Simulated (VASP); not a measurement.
**Zn: single point with PBE**

Zn, a slab with vacuum:

```
Zn
1.0
     2.63581    0.00000    0.00000
     0.00000    5.09292    0.00000
     0.00000    0.00000   19.04360
Zn
4
Direct
  0.00000 0.75000 0.43502
  0.50000 0.25000 0.43507
  0.50000 0.75000 0.56493
  0.00000 0.25000 0.56498
```

```yaml
Program: VASP 6.6.1
Task: single point
Functional: PBE
Potentials_or_basis: VASP PAW PBE potentials, release 64 (Zn)
Cutoff: 400 eV
k_mesh: 14 × 7 × 1
Occupations: fermi-dirac, width 0.1 eV
Spin: no spin polarisation
Dipole_correction: yes
Electric_field_eV/Å: -0.5 eV/Å
Further_INCAR_settings: ALGO = Normal; EDIFF = 1e-06; NBANDS = 32; NELMDL = -8; EFIELD = -0.5
```

```
Largest force          : 0.013 eV/Å
Band gap on the k mesh : zero (bands 24 and 25 overlap by 2.40 eV)
```

Forces on the atoms (eV/Å):
```
Zn   0.000  0.000 -0.012
Zn   0.000  0.000 -0.013
Zn   0.000  0.000  0.013
Zn   0.000  0.000  0.012
```

Levels at points of the mesh, in eV from the Fermi level:
```
           k point  band 22  band 23  band 24  band 25  band 26  band 27
(0.00, 0.00, 0.00)    -5.07    -2.12    -1.98    -1.15     0.36     0.65
(0.50, 0.00, 0.00)    -2.44     0.04     0.04     2.96     2.96     4.33
```

It took 5.5 min on 1 thread of Intel(R) Xeon(R) Platinum 8259CL CPU @ 2.50GHz (Skylake/Cascade Lake), on a shared host, peak memory 0.34 GiB.
